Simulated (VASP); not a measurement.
Input of a VASP 6.6.1 run:

Contents of INCAR:

```
SYSTEM = Al7GaO12
ALGO = Normal
EDIFF = 1E-6
ENCUT = 700
GGA = PS
GGA_COMPAT = .False.
ISIF = 2
ISMEAR = -1
ISYM = -1
KPAR = 1
LASPH = .True.
LCHARG = .False.
LREAL = Auto
LWAVE = .False.
NBANDS = 384
NELM = 120
PREC = Accurate
SIGMA = 0.05
```

KPOINTS

```
explicit points
1
Reciprocal
  0.25000000   0.25000000   0.25000000 1
```

POSCAR

```
Al7GaO12
1.0
   11.8851159152      0.0000000000     -0.0242205400
    0.0000000000      8.8197971520      0.0000000000
   -2.7190955691      0.0000000000     10.9811905002
Al Ga O
42 6 72
Direct
    0.4083290000      0.1659790000      0.1033270000
    0.4103820000      0.1668120000      0.6019960000
    0.4086730000      0.5012850000      0.1012010000
    0.4109760000      0.5000190000      0.6019020000
    0.4106840000      0.8326190000      0.1041210000
    0.4101310000      0.8329180000      0.6021000000
[... 112 lines left out ...]
    0.9951520000      0.8324530000      0.1300810000
    0.9946360000      0.8325060000      0.6272890000
```

Potentials or basis: VASP PAW PBE potentials, release 64 (Al, Ga_d, O).

Run with:

```console
$ cat potpaw_PBE.64/Al/POTCAR potpaw_PBE.64/Ga_d/POTCAR potpaw_PBE.64/O/POTCAR > POTCAR
$ mpirun -np 4 vasp_std > vasp.out
```

**Question.** Estimate the band gap on the k mesh.

**Answer.** 4.90 eV.

**Question.** Estimate the largest force.

**Answer.** 0.032 eV/Å.

**Question.** What does it give for the pressure?

**Answer.** 0.0 GPa.

Stress tensor (GPa, compression positive):
```
-0.21 -0.01  0.17
-0.01  0.06  0.00
 0.17  0.00  0.02
```

Caveat: the PAW data sets were made with another functional, which shifts forces and pressure a little; a shifted mesh leaves out Γ, where band edges can lie. A k mesh can miss the band edges.
